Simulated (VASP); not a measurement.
SnSe (zincblende type): single point with LDA

Crystal: SnSe (zincblende type).

```
Sn Se
1.0
     0.00000    2.94828    2.94828
     2.94828    0.00000    2.94828
     2.94828    2.94828    0.00000
Sn Se
1 1
Direct
  0.00000 0.00000 0.00000
  0.25000 0.25000 0.25000
```

This cell differs from its parent crystal: volume scaled by 0.72.

| Property | Result |
| --- | --- |
| Program | VASP 6.6.1 |
| Task | single point |
| Functional | LDA |
| Potentials or basis | VASP PAW LDA potentials, release 64 (Sn_d, Se) |
| Cutoff | 520 eV |
| k mesh | 11 × 11 × 11 |
| Occupations | fermi-dirac, width 0.08 eV |
| Spin | no spin polarisation |

The pressure is 21.1 GPa. The band gap on the k mesh is zero (band 10 reaches 7.37 eV, above the bottom of band 11 at 6.03 eV).

Levels at points of the mesh, in eV from the Fermi level:
```
           k point  band 6  band 7  band 8  band 9  band 10  band 11  band 12  band 13  band 14  band 15
(0.00, 0.00, 0.00)  -16.01   -4.19   -3.42   -3.42    -3.42     1.25     1.25     1.25     5.30     7.69
```

Wall time 27 s on 1 thread of Intel Xeon 6975P-C, with other jobs on the host, peak memory 0.18 GiB.

Caveat: spin-orbit coupling is left out, which moves the levels of the heavy elements.
